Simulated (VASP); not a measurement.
Crystal: SnSe.

```
CELL_PARAMETERS angstrom
0.00000 3.04961 3.04961
3.04961 0.00000 3.04961
3.04961 3.04961 0.00000
ATOMIC_POSITIONS crystal
Sn 0.00000 0.00000 0.00000
Se 0.50000 0.50000 0.50000
```

Base run:

- Program: VASP 6.6.1
- Functional: r2SCAN
- Potentials or basis: VASP PAW PBE potentials, release 64 (Sn_d, Se)
- Cutoff: 520 eV
- k mesh: 8 × 8 × 8
- Occupations: fermi-dirac, width 0.05 eV
- Spin: no spin polarisation

Its results: band gap on the k mesh 0.28 eV, direct; pressure -2.0 GPa.

**Question.** The run is repeated on the same cell with these changes: functional from r2SCAN to PBEsol. What comes out?

**Answer.** Band gap on the k mesh 0.49 eV, direct; pressure -3.6 GPa.

Caveats: the PAW data sets were made with another functional, which shifts forces and pressure a little; spin-orbit coupling is left out, which moves the levels of the heavy elements.

A k mesh can miss the band edges.
